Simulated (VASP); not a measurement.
# Rb3Ba (I4/mmm) in VASP: a series of runs

The runs below take Rb3Ba through single point, with PBEsol.

Program: VASP 6.6.1. These are calculated values, not measurements. Logs are shortened: lines on timing, memory, paths and dates and some standing lists are left out, and cuts for length are marked.

**1. The cell of the first run**

Symmetry: I4/mmm, No. 139, tetragonal system. The conventional cell has a = 4.377 Å, b = 4.377 Å, c = 8.907 Å, α = 90.00°, β = 90.00°, γ = 90.00°. Within 4.1 Å of Ba (site symmetry 4/mmm) lie 12 Rb at 3.10 to 3.12 Å. Within 4.1 Å of Rb (site symmetry 4/mmm) lie 4 Ba at 3.10 Å and 8 Rb at 3.12 Å. Rb (site symmetry -4m2) has 8 Rb at 3.10 to 3.12 Å and 4 Ba at 3.12 Å within 4.1 Å.

**2. Single point, PBEsol**

The input, INCAR:

```
PREC = Accurate
ENCUT = 520
EDIFF = 1E-7
ISMEAR = -1
SIGMA = 0.05
LREAL = False
LASPH = True
NELM = 60
ALGO = Normal
ISIF = 2
LWAVE = False
LCHARG = False
GGA = PS
NBANDS = 26
```

The input, KPOINTS:

```
Automatic mesh
0
Gamma
  6 6 6
```

The input, POSCAR:

```
Rb3Ba
1.0
   -2.1885910362      2.1885910362      4.4536722893
    2.1885910362     -2.1885910362      4.4536722893
    2.1885910362      2.1885910362     -4.4536722893
Ba Rb
1 3
Direct
    0.0000000000      0.0000000000      0.0000000000
    0.5000000000      0.5000000000      0.0000000000
    0.2500000000      0.7500000000      0.5000000000
    0.7500000000      0.2500000000      0.5000000000
```

Potentials or basis: VASP PAW PBE potentials, release 64 (Ba_sv, Rb_sv).

Launch:

```console
> cat potpaw_PBE.64/Ba_sv/POTCAR potpaw_PBE.64/Rb_sv/POTCAR > POTCAR
> mpirun -np 1 vasp_std > vasp.out
```

OUTCAR:

```text
PREC = Accurate
   ENCUT = 520
   EDIFF = 1E-7
   ISMEAR = -1
   LREAL = False
   LASPH = True
   NELM = 60
   ISIF = 2
   GGA = PS

 ion  position               nearest neighbor table
   1  0.000  0.000  0.000-   2 3.10   2 3.10   2 3.10   2 3.10   4 3.12   3 3.12   4 3.12   3 3.12
                             4 3.12   4 3.12   3 3.12   3 3.12   2 4.45   2 4.45
   2  0.500  0.500  0.000-   1 3.10   1 3.10   1 3.10   1 3.10   4 3.12   3 3.12   4 3.12   4 3.12
                             3 3.12   3 3.12   4 3.12   3 3.12   1 4.45   1 4.45   3 5.38   4 5.38
   3  0.250  0.750  0.500-   4 3.10   4 3.10   4 3.10   4 3.10   2 3.12   1 3.12   2 3.12   2 3.12
                             1 3.12   1 3.12   2 3.12   1 3.12   4 4.45   4 4.45   2 5.38   2 5.38
   4  0.750  0.250  0.500-   3 3.10   3 3.10   3 3.10   3 3.10   2 3.12   1 3.12   2 3.12   1 3.12
                             2 3.12   2 3.12   1 3.12   1 3.12   3 4.45   3 4.45   2 5.38   2 5.38

  LATTYP: Found a body centered tetragonal cell.
 ALAT       =     4.3771820724
 C/A-ratio  =     2.0349495249

  Lattice vectors:

 A1 = (  -2.1885910362,   2.1885910362,   4.4536722893)
 A2 = (   2.1885910362,  -2.1885910362,   4.4536722893)
 A3 = (   2.1885910362,   2.1885910362,  -4.4536722893)

Analysis of symmetry for initial positions (statically):
=====================================================================
 Subroutine PRICEL returns:
 Original cell was already a primitive cell.

 Routine SETGRP: Setting up the symmetry group for a
 body centered tetragonal supercell.

 Subroutine GETGRP returns: Found 16 space group operations
 (whereof 16 operations were pure point group operations)
 out of a pool of 16 trial point group operations.

The static configuration has the point symmetry D_4h.

Analysis of symmetry for dynamics (positions and initial velocities):
=====================================================================
 Subroutine PRICEL returns:
 Original cell was already a primitive cell.

 Routine SETGRP: Setting up the symmetry group for a
 body centered tetragonal supercell.

 Subroutine GETGRP returns: Found 16 space group operations
 (whereof 16 operations were pure point group operations)
 out of a pool of 16 trial point group operations.

The dynamic configuration has the point symmetry D_4h.

 Subroutine INISYM returns: Found 16 space group operations
 (whereof 16 operations are pure point group operations),
 and found     1 'primitive' translations

----------------------------------------------------------------------------------------

                                     Primitive cell

  volume of cell :      85.3311

  direct lattice vectors                    reciprocal lattice vectors
    -2.188591036  2.188591036  4.453672289     0.000000000  0.228457483  0.112266904
     2.188591036 -2.188591036  4.453672289     0.228457483  0.000000000  0.112266904
     2.188591036  2.188591036 -4.453672289     0.228457483  0.228457483  0.000000000

  length of vectors
     5.423565092  5.423565092  5.423565092     0.254551919  0.254551919  0.323087671

  position of ions in fractional coordinates (direct lattice)
     0.000000000  0.000000000  0.000000000
     0.500000000  0.500000000  0.000000000
     0.250000000  0.750000000  0.500000000
     0.750000000  0.250000000  0.500000000

  ion indices of the primitive-cell ions
   primitive index   ion index
                 1           1
                 2           2
                 3           3
                 4           4

----------------------------------------------------------------------------------------

 KPOINTS: Automatic mesh

Automatic generation of k-mesh.
 Grid dimensions read from file:
 generate k-points for:    6    6    6

 Generating k-lattice:

  Cartesian coordinates                     Fractional coordinates (reciprocal lattice)
     0.000000000  0.038076247  0.018711151     0.166666667  0.000000000  0.000000000
     0.038076247  0.000000000  0.018711151     0.000000000  0.166666667  0.000000000
     0.038076247  0.038076247  0.000000000     0.000000000  0.000000000  0.166666667

  Length of vectors
     0.042425320  0.042425320  0.053847945

  Shift w.r.t. Gamma in fractional coordinates (k-lattice)
     0.000000000  0.000000000  0.000000000

 Subroutine IBZKPT returns following result:
 ===========================================

 Found     30 irreducible k-points:

 Following reciprocal coordinates:
            Coordinates               Weight
  0.000000  0.000000  0.000000      1.000000
  0.166667 -0.000000  0.000000      8.000000
  0.333333 -0.000000  0.000000      8.000000
  0.500000 -0.000000  0.000000      4.000000
  0.166667  0.166667  0.000000      8.000000
  0.333333  0.166667  0.000000     16.000000
[... 16 lines left out ...]
 -0.333333 -0.333333  0.166667      8.000000
 -0.166667 -0.333333  0.166667      8.000000
 [... further k-points ...]
   k-points           NKPTS =     30   k-points in BZ     NKDIM =     30   number of bands    NBANDS=     26
   number of dos      NEDOS =    301   number of ions     NIONS =      4
   total plane-waves  NPLWV =  64000
   dimension x,y,z NGX =    40 NGY =   40 NGZ =   40
   dimension x,y,z NGXF=    80 NGYF=   80 NGZF=   80
   ions per type =               1   3
   NGX,Y,Z   is equivalent  to a cutoff of  12.26, 12.26, 12.26 a.u.
   NGXF,Y,Z  is equivalent  to a cutoff of  24.52, 24.52, 24.52 a.u.
 SYSTEM =  unknown system
   PREC   = accura    normal or accurate (medium, high low for compatibility)
   ISTART =      0    job   : 0-new  1-cont  2-samecut
   ICHARG =      2    charge: 1-file 2-atom 10-const
   ISPIN  =      1    spin polarized calculation?
   LNONCOLLINEAR =      F non collinear calculations
   LSORBIT =      F    spin-orbit coupling
   LASPH  =      T    aspherical Exc in radial PAW
   ENCUT  =  520.0 eV  38.22 Ry    6.18 a.u.  10.08 10.08 10.08*2*pi/ulx,y,z
   NELM   =     60;   NELMIN=  2; NELMDL= -5     # of ELM steps
   EDIFF  = 0.1E-06   stopping-criterion for ELM
   LREAL  =      F    real-space projection
   EDIFFG = 0.1E-05   stopping-criterion for IOM
   NSW    =      0    number of steps for IOM
   IBRION =     -1    ionic relax: 0-MD 1-quasi-New 2-CG
   NFREE  =      0    steps in history (QN), initial steepest desc. (CG)
   ISIF   =      2    stress and relaxation
   ISYM   =      2    0-nonsym 1-usesym 2-fastsym
   POTIM  = 0.5000    time-step for ionic-motion
   TEBEG  =    0.0;   TEEND  =   0.0 temperature during run
   PSTRESS=    0.0 pullay stress
   NELECT =      37.0000    total number of electrons
   NUPDOWN=      -1.0000    fix difference up-down
   EMIN   =  10.00;   EMAX   =-10.00  energy-range for DOS
   EFERMI =   0.00;   METHOD = LEGACY
   ISMEAR =    -1;   SIGMA  =   0.05  broadening in eV -4-tet -1-fermi 0-gaus
   EFERMI_NEDOS =   21; number of points for ismear=-14 and -15
   IALGO  =     38    algorithm
   IMIX   =      4    mixing-type and parameters
     AMIX     =   0.40;   BMIX     =  1.00
     AMIX_MAG =   1.60;   BMIX_MAG =  1.00
  volume/ion in A,a.u.               =      21.33       143.96
  Fermi-wavevector in a.u.,A,eV,Ry     =   1.239100  2.341559 20.889950  1.535368
  Thomas-Fermi vector in A             =   2.373597
   LORBIT       =      0    0 simple, 1 ext, 2 COOP (PROOUT), +10 PAW based schemes
   GGA     = PS    functional components
   LHFCALC =     F    Hartree Fock is set to
   AEXX    =    0.0000 exact exchange contribution
   IVDW    =     0    specifies the selected vdW correction
   LEPSILON=     F    determine dielectric tensor
   LRPA    =     F    only Hartree local field effects (RPA)
 non-spin polarized calculation
  energy-cutoff  :      520.00
  volume of cell :       85.33
 maximum number of plane-waves:      2328
   NGX = 21   NGY = 21   NGZ = 21

 number of electron      37.0000001 magnetization

 Free energy of the ion-electron system (eV)
  ---------------------------------------------------
  ext. energy  EPLUGINS =         0.00000000
  ---------------------------------------------------
  free energy    TOTEN  =         5.04658525 eV

  energy without entropy =        5.08719996  energy(sigma->0) =        5.06689261

 E-fermi :   6.7249     XC(G=0): -11.0933

 val. band max:        6.6833111895   @ k =  -0.3333   0.5000   0.1667
 cond. band min:       6.7321476272   @ k =  -0.3333  -0.3333   0.1667
 fundamental gap:      0.0488364377
 Fermi energy:         6.7249303520

 k-point     1 :       0.0000    0.0000    0.0000
  band No.  band energies     occupation
      1     -23.7629      2.00000
      2     -22.3263      2.00000
      3     -22.2702      2.00000
      4     -21.5760      2.00000
      5      -9.6585      2.00000
      6      -8.6313      2.00000
[... 18 lines left out ...]
     25      10.3707      0.00000
     26      10.4643      0.00000

 k-point     2 :       0.1667   -0.0000    0.0000
  band No.  band energies     occupation
      1     -23.6472      2.00000
      2     -22.3587      2.00000
      3     -22.3255      2.00000
      4     -21.6428      2.00000
      5      -9.4730      2.00000
      6      -8.8856      2.00000
[... 18 lines left out ...]
     25      10.3436      0.00000
     26      10.7348      0.00000

 k-point     3 :       0.3333   -0.0000    0.0000
  band No.  band energies     occupation
      1     -23.3326      2.00000
      2     -22.5413      2.00000
      3     -22.3940      2.00000
      4     -21.7880      2.00000
      5      -9.1216      2.00000
      6      -8.8522      2.00000
[... 572 lines left out ...]
 k-point    23 :      -0.3333   -0.3333    0.1667
  band No.  band energies     occupation
      1     -23.2712      2.00000
      2     -22.6247      2.00000
      3     -22.3856      2.00000
      4     -21.8089      2.00000
      5      -9.3080      2.00000
      6      -9.1177      2.00000
[... 18 lines left out ...]
     25      10.6195      0.00000
     26      11.6663      0.00000

 k-point    24 :      -0.1667   -0.3333    0.1667
  band No.  band energies     occupation
      1     -23.4796      2.00000
      2     -22.5114      2.00000
      3     -22.3352      2.00000
      4     -21.7185      2.00000
      5      -9.1649      2.00000
      6      -9.1452      2.00000
[... 18 lines left out ...]
     25      11.1990      0.00000
     26      11.3222      0.00000

 [... further k-points ...]

------------------------ aborting loop because EDIFF is reached ----------------------------------------

  FORCE on cell =-STRESS in cart. coord.  units (eV):
  Direction    XX          YY          ZZ          XY          YZ          ZX
  --------------------------------------------------------------------------------------
  -------------------------------------------------------------------------------------
  Total       17.0753209     17.0753209     17.0305286      0.0000000      0.0000000      0.0000000
  in kB      320.6062430    320.6062430    319.7652235      0.0000000      0.0000000      0.0000000
  external PRESSURE =     320.3259032 kB  Pullay stress =       0.0000000 kB

 VOLUME and BASIS-vectors are now :
 -----------------------------------------------------------------------------
  energy-cutoff  :      520.00
  volume of cell :       85.33
      direct lattice vectors                 reciprocal lattice vectors
    -2.188591036  2.188591036  4.453672289     0.000000000  0.228457483  0.112266904
     2.188591036 -2.188591036  4.453672289     0.228457483  0.000000000  0.112266904
     2.188591036  2.188591036 -4.453672289     0.228457483  0.228457483  0.000000000

 POSITION                                       TOTAL-FORCE (eV/Angst)
 -----------------------------------------------------------------------------------
      0.00000      0.00000      0.00000         0.000000      0.000000      0.000000
      0.00000      0.00000      4.45367         0.000000      0.000000      0.000000
      2.18859      0.00000      2.22684         0.000000     -0.000000     -0.000000
      0.00000      2.18859      2.22684        -0.000000      0.000000      0.000000
 -----------------------------------------------------------------------------------
    total drift:                               -0.000000     -0.000000      0.000000

  FREE ENERGIE OF THE ION-ELECTRON SYSTEM (eV)
  ---------------------------------------------------
  free  energy   TOTEN  =         5.0465852506 eV

  energy  without entropy=        5.0871999603  energy(sigma->0) =        5.06689261
```

Wall time 2.7 min (1 thread of Oxide Virtual Turin-like, shared host); peak memory 0.23 GiB.

Results:

```
Free energy            : 5.0466 eV
Pressure               : 32.0 GPa
Band gap on the k mesh : zero (an odd number of electrons rules out a gap without spin polarisation)
```

Caveat: the cell stands under pressure; the PAW data sets were made with another functional, which shifts forces and pressure a little; spin-orbit coupling is left out, which moves the levels of the heavy elements.

**3. Single point, PBEsol**

This run uses another cell than the first one, of 25.70 Å³/atom.

The input, INCAR:

```
SYSTEM = Rb3Ba
PREC = Accurate ; ENCUT = 520
EDIFF = 1E-6 ; ISMEAR = -1
SIGMA = 0.05 ; LREAL = .False.
LASPH = .True. ; NELM = 60
ALGO = Fast ; ISIF = 2
LWAVE = .False. ; LCHARG = .False.
GGA = PS ; NBANDS = 26
```

The input, KPOINTS:

```
Automatic mesh
0
Gamma
  6 6 6
  0 0 0
```

The input, POSCAR:

```
Rb3Ba
1.0
   -2.3621002460      2.3621002460      4.6063176590
    2.3621002460     -2.3621002460      4.6063176590
    2.3621002460      2.3621002460     -4.6063176590
Ba Rb
1 3
Direct
    0.0000000000      0.0000000000      0.0000000000
    0.5000000000      0.5000000000      0.0000000000
    0.2500000000      0.7500000000      0.5000000000
    0.7500000000      0.2500000000      0.5000000000
```

Potentials or basis: VASP PAW PBE potentials, release 64 (Ba_sv, Rb_sv).

Launch:

```console
> cat potpaw_PBE.64/Ba_sv/POTCAR potpaw_PBE.64/Rb_sv/POTCAR > POTCAR
> mpirun -np 1 vasp_std > vasp.out
```

OUTCAR:

```text
SYSTEM = Rb3Ba
   PREC = Accurate
   ENCUT = 520
   EDIFF = 1E-6
   ISMEAR = -1
   LREAL = .False.
   LASPH = .True.
   NELM = 60
   ISIF = 2
   GGA = PS

 ion  position               nearest neighbor table
   1  0.000  0.000  0.000-   4 3.30   3 3.30   3 3.30   4 3.30   3 3.30   4 3.30   4 3.30   3 3.30
                             2 3.34   2 3.34   2 3.34   2 3.34   2 4.61   2 4.61
   2  0.500  0.500  0.000-   3 3.30   4 3.30   3 3.30   4 3.30   3 3.30   4 3.30   3 3.30   4 3.30
                             1 3.34   1 3.34   1 3.34   1 3.34   1 4.61   1 4.61   3 5.76   4 5.76
   3  0.250  0.750  0.500-   1 3.30   2 3.30   1 3.30   2 3.30   1 3.30   2 3.30   1 3.30   2 3.30
                             4 3.34   4 3.34   4 3.34   4 3.34   4 4.61   4 4.61   2 5.76   2 5.76
   4  0.750  0.250  0.500-   2 3.30   1 3.30   1 3.30   2 3.30   1 3.30   2 3.30   2 3.30   1 3.30
                             3 3.34   3 3.34   3 3.34   3 3.34   3 4.61   3 4.61   2 5.76   2 5.76

  LATTYP: Found a body centered tetragonal cell.
 ALAT       =     4.7242004920
 C/A-ratio  =     1.9500940601

  Lattice vectors:

 A1 = (  -2.3621002460,   2.3621002460,   4.6063176590)
 A2 = (   2.3621002460,  -2.3621002460,   4.6063176590)
[... 180 lines left out ...]
 E-fermi :   5.3290     XC(G=0): -10.2163

 val. band max:        5.2751715947   @ k =  -0.3333   0.3333   0.3333
 cond. band min:       5.3483205989   @ k =   0.5000   0.1667   0.0000
 fundamental gap:      0.0731490042
 Fermi energy:         5.3289714038

 k-point     1 :       0.0000    0.0000    0.0000
  band No.  band energies     occupation
      1     -24.3222      2.00000
      2     -23.4984      2.00000
      3     -23.4572      2.00000
      4     -23.0488      2.00000
      5      -9.9668      2.00000
      6      -9.3152      2.00000
[... 685 lines left out ...]
     25       9.5434      0.00000
     26       9.7423      0.00000

 [... further k-points ...]

------------------------ aborting loop because EDIFF is reached ----------------------------------------

  FORCE on cell =-STRESS in cart. coord.  units (eV):
  Direction    XX          YY          ZZ          XY          YZ          ZX
  --------------------------------------------------------------------------------------
  -------------------------------------------------------------------------------------
  Total       13.2999775     13.2999775     13.3112762      0.0000000     -0.0000000      0.0000000
  in kB      207.2769280    207.2769280    207.4530150      0.0000000     -0.0000000      0.0000000
  external PRESSURE =     207.3356236 kB  Pullay stress =       0.0000000 kB

 VOLUME and BASIS-vectors are now :
 -----------------------------------------------------------------------------
  energy-cutoff  :      520.00
  volume of cell :      102.80
      direct lattice vectors                 reciprocal lattice vectors
    -2.362100246  2.362100246  4.606317659     0.000000000  0.211676029  0.108546574
     2.362100246 -2.362100246  4.606317659     0.211676029  0.000000000  0.108546574
     2.362100246  2.362100246 -4.606317659     0.211676029  0.211676029  0.000000000

 POSITION                                       TOTAL-FORCE (eV/Angst)
 -----------------------------------------------------------------------------------
      0.00000      0.00000      0.00000        -0.000000      0.000000     -0.000000
      0.00000      0.00000      4.60632        -0.000000      0.000000     -0.000000
      2.36210      0.00000      2.30316        -0.000000      0.000000      0.000000
      0.00000      2.36210      2.30316         0.000000     -0.000000      0.000000
 -----------------------------------------------------------------------------------
    total drift:                               -0.000000      0.000000      0.000000

  FREE ENERGIE OF THE ION-ELECTRON SYSTEM (eV)
  ---------------------------------------------------
  free  energy   TOTEN  =         2.2274513292 eV

  energy  without entropy=        2.2673617584  energy(sigma->0) =        2.24740654
```

It took 4.5 min on 1 thread of Oxide Virtual Turin-like, shared host; peak memory 0.26 GiB.

What came out:

```yaml
Free_energy: 2.2275 eV
Pressure: 20.7 GPa
Band_gap_on_the_k_mesh: zero (an odd number of electrons rules out a gap without spin polarisation)
```

Caveat: the cell stands under pressure; the PAW data sets were made with another functional, which shifts forces and pressure a little; spin-orbit coupling is left out, which moves the levels of the heavy elements.

The gap in the log of VASP goes by the Fermi energy; the results here count the filled bands.